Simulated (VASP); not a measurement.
# NaF in VASP: further runs, part 2 of 2

VASP 6.6.1. Earlier steps stand in the parts before.

## 3. Electric field gradients, LDA (equal xy, yz and zx shear strains of +2 %)

Input file INCAR:

```
SYSTEM = NaF
ALGO = Normal
EDIFF = 1E-8
ENCUT = 520
GGA = CA
ISIF = 2
ISMEAR = -1
LASPH = .True.
LCHARG = .False.
LEFG = .True.
LREAL = .False.
LWAVE = .False.
NBANDS = 14
NELM = 60
PREC = Accurate
SIGMA = 0.02
```

Input file KPOINTS:

```
k-points
0
Gamma
  10 10 10
  0 0 0
```

Input file POSCAR:

```
NaF
1.0
    0.0464660000      2.3465330000      2.3465330000
    2.3465330000      0.0464660000      2.3465330000
    2.3465330000      2.3465330000      0.0464660000
Na F
1 1
Direct
    0.0000000000      0.0000000000      0.0000000000
    0.5000000000      0.5000000000      0.5000000000
```

Potentials or basis: VASP PAW LDA potentials, release 64 (Na_pv, F).

Launch:

```
$ cat potpaw_LDA.64/Na_pv/POTCAR potpaw_LDA.64/F/POTCAR > POTCAR
$ mpirun -np 1 vasp_std > vasp.out
```

OUTCAR:

```text
SYSTEM = NaF
   EDIFF = 1E-8
   ENCUT = 520
   GGA = CA
   ISIF = 2
   ISMEAR = -1
   LASPH = .True.
   LREAL = .False.
   NELM = 60
   PREC = Accurate

 ion  position               nearest neighbor table
   1  0.000  0.000  0.000-   2 2.32   2 2.32   2 2.32   2 2.32   2 2.32   2 2.32
   2  0.500  0.500  0.500-   1 2.32   1 2.32   1 2.32   1 2.32   1 2.32   1 2.32

  LATTYP: Found a trigonal (rhomboedric) cell.
 ALAT       =     3.3188240883
 COS(alpha) =     0.5197000882

  Lattice vectors:

 A1 = (   0.0464660000,   2.3465330000,   2.3465330000)
 A2 = (   2.3465330000,   0.0464660000,   2.3465330000)
 A3 = (   2.3465330000,   2.3465330000,   0.0464660000)

Analysis of symmetry for initial positions (statically):
=====================================================================
 Subroutine PRICEL returns:
 Original cell was already a primitive cell.

 Routine SETGRP: Setting up the symmetry group for a
 trigonal (rhombohedral) supercell.

 Subroutine GETGRP returns: Found 12 space group operations
 (whereof 12 operations were pure point group operations)
 out of a pool of 12 trial point group operations.

The static configuration has the point symmetry D_3d.

Analysis of symmetry for dynamics (positions and initial velocities):
=====================================================================
 Subroutine PRICEL returns:
 Original cell was already a primitive cell.

 Routine SETGRP: Setting up the symmetry group for a
 trigonal (rhombohedral) supercell.

 Subroutine GETGRP returns: Found 12 space group operations
 (whereof 12 operations were pure point group operations)
 out of a pool of 12 trial point group operations.

The dynamic configuration has the point symmetry D_3d.

 Subroutine INISYM returns: Found 12 space group operations
 (whereof 12 operations are pure point group operations),
 and found     1 'primitive' translations

----------------------------------------------------------------------------------------

                                     Primitive cell

  volume of cell :      25.0736

  direct lattice vectors                    reciprocal lattice vectors
     0.046466000  2.346533000  2.346533000    -0.219516197  0.215253747  0.215253747
     2.346533000  0.046466000  2.346533000     0.215253747 -0.219516197  0.215253747
     2.346533000  2.346533000  0.046466000     0.215253747  0.215253747 -0.219516197

  length of vectors
     3.318824088  3.318824088  3.318824088     0.375307489  0.375307489  0.375307489

  position of ions in fractional coordinates (direct lattice)
     0.000000000  0.000000000  0.000000000
     0.500000000  0.500000000  0.500000000

  ion indices of the primitive-cell ions
   primitive index   ion index
                 1           1
                 2           2

----------------------------------------------------------------------------------------

 KPOINTS: k-points

[... 83 lines left out ...]
   EFERMI_NEDOS =   21; number of points for ismear=-14 and -15
   IALGO  =     38    algorithm
   IMIX   =      4    mixing-type and parameters
     AMIX     =   0.40;   BMIX     =  1.00
     AMIX_MAG =   1.60;   BMIX_MAG =  1.00
  volume/ion in A,a.u.               =      12.54        84.60
  Fermi-wavevector in a.u.,A,eV,Ry     =   1.348069  2.547480 24.725722  1.817289
  Thomas-Fermi vector in A             =   2.475768
   LORBIT       =      0    0 simple, 1 ext, 2 COOP (PROOUT), +10 PAW based schemes
   GGA     = CA    functional components
   LHFCALC =     F    Hartree Fock is set to
   AEXX    =    0.0000 exact exchange contribution
   IVDW    =     0    specifies the selected vdW correction
   LEPSILON=     F    determine dielectric tensor
   LRPA    =     F    only Hartree local field effects (RPA)
 non-spin polarized calculation
  energy-cutoff  :      520.00
  volume of cell :       25.07
 maximum number of plane-waves:       687
 NGX is ok and might be reduce to    28
   NGX = 13   NGY = 13   NGZ = 13

 number of electron      13.9999999 magnetization

 Free energy of the ion-electron system (eV)
  ---------------------------------------------------
  ext. energy  EPLUGINS =         0.00000000
  ---------------------------------------------------
  free energy    TOTEN  =        -9.29726600 eV

  energy without entropy =       -9.29726600  energy(sigma->0) =       -9.29726600

 E-fermi :  -2.0987     XC(G=0):  -9.9049

 val. band max:       -2.5139245570   @ k =   0.0000   0.0000   0.0000
 cond. band min:       3.3666232689   @ k =   0.0000   0.0000   0.0000
 fundamental gap:      5.8805478259
 Fermi energy:        -2.0986544913

 k-point     1 :       0.0000    0.0000    0.0000
  band No.  band energies     occupation
      1     -21.3335      2.00000
      2     -21.3335      2.00000
      3     -21.3303      2.00000
      4     -21.2902      2.00000
      5      -2.5988      2.00000
      6      -2.5139      2.00000
      7      -2.5139      2.00000
      8       3.3666      0.00000
      9      15.4667      0.00000
     10      16.1817      0.00000
     11      16.1817      0.00000
     12      18.7106      0.00000
     13      20.9603      0.00000
     14      20.9603      0.00000
[... 377 lines left out ...]
      1     -21.7271      2.00000
      2     -21.3835      2.00000
      3     -21.3728      2.00000
      4     -20.7611      2.00000
      5      -3.7570      2.00000
      6      -2.9200      2.00000
      7      -2.9010      2.00000
      8       7.6116      0.00000
      9      10.8328      0.00000
     10      13.6889      0.00000
     11      16.3294      0.00000
     12      16.7471      0.00000
     13      22.3680      0.00000
     14      23.5266      0.00000

 [... further k-points ...]

------------------------ aborting loop because EDIFF is reached ----------------------------------------

  FORCE on cell =-STRESS in cart. coord.  units (eV):
  Direction    XX          YY          ZZ          XY          YZ          ZX
  --------------------------------------------------------------------------------------
  -------------------------------------------------------------------------------------
  Total       -0.7388203     -0.7388203     -0.7388203     -0.0936526     -0.0936526     -0.0936526
  in kB      -47.2098874    -47.2098874    -47.2098874     -5.9843088     -5.9843088     -5.9843088
  external PRESSURE =     -47.2098874 kB  Pullay stress =       0.0000000 kB

 VOLUME and BASIS-vectors are now :
 -----------------------------------------------------------------------------
  energy-cutoff  :      520.00
  volume of cell :       25.07
      direct lattice vectors                 reciprocal lattice vectors
     0.046466000  2.346533000  2.346533000    -0.219516197  0.215253747  0.215253747
     2.346533000  0.046466000  2.346533000     0.215253747 -0.219516197  0.215253747
     2.346533000  2.346533000  0.046466000     0.215253747  0.215253747 -0.219516197

 POSITION                                       TOTAL-FORCE (eV/Angst)
 -----------------------------------------------------------------------------------
      0.00000      0.00000      0.00000        -0.000000     -0.000000      0.000000
      2.36977      2.36977      2.36977         0.000000      0.000000     -0.000000
 -----------------------------------------------------------------------------------
    total drift:                                0.000000      0.000000      0.000000

  FREE ENERGIE OF THE ION-ELECTRON SYSTEM (eV)
  ---------------------------------------------------
  free  energy   TOTEN  =        -9.2972659985 eV

  energy  without entropy=       -9.2972659985  energy(sigma->0) =       -9.29726600

 Electric field gradients (V/A^2)
---------------------------------------------------------------------
 ion       V_xx      V_yy      V_zz      V_xy      V_xz      V_yz
---------------------------------------------------------------------
   1      -0.000    -0.000     0.000    -0.883    -0.883    -0.883
   2      -0.000    -0.000     0.000     1.525     1.525     1.525
---------------------------------------------------------------------

 Electric field gradients after diagonalization (V/A^2)
 (convention: |V_zz| > |V_xx| > |V_yy|)
----------------------------------------------------------------------
 ion       V_xx      V_yy      V_zz     asymmetry (V_yy - V_xx)/ V_zz
----------------------------------------------------------------------
   1       0.883     0.883    -1.767       0.000
   2      -1.525    -1.525     3.050       0.000
----------------------------------------------------------------------

           NMR quadrupolar parameters

 Cq : quadrupolar parameter    Cq=e*Q*V_zz/h
 eta: asymmetry parameters     (V_yy - V_xx)/ V_zz
 Q  : nuclear electric quadrupole moment in mb (millibarn)
----------------------------------------------------------------------
 ion       Cq(MHz)       eta       Q (mb)
----------------------------------------------------------------------
   1      -0.004       0.000       1.000
   2       0.007       0.000       1.000
----------------------------------------------------------------------
```

stdout:

```text
POSCAR found type information on POSCAR NaF
 POSCAR found :  2 types and       2 ions
 scaLAPACK will be used
 LDA part: xc-table for (Slater(with rela. corr.)+CA(PZ))
 , standard interpolation
 POSCAR, INCAR and KPOINTS ok, starting setup
 FFT: planning ... GRIDC
 FFT: planning ... GRID_SOFT
 FFT: planning ... GRID
 WAVECAR not read
 entering main loop
ion   1

ion   2
```

It took 19 s on 1 thread of Intel Xeon 6975P-C (Granite Rapids), shared host; peak memory 0.15 GiB.

What came out:

```yaml
Free_energy: -9.2973 eV
Pressure: -4.7 GPa
Band_gap_on_the_k_mesh: 5.88 eV, direct
```

Electric field gradients, principal values (V/Å²):
| atom | least | middle | greatest (by size) |
| --- | --- | --- | --- |
| 1 Na | 0.883 | 0.883 | -1.767 |
| 2 F | -1.525 | -1.525 | 3.050 |

Caveat: the cell differs from its parent crystal (equal xy, yz and zx shear strains of +2 %); without QUAD_EFG the Cq values of the log hold for a quadrupole moment of 1 mb, not for the nuclei.
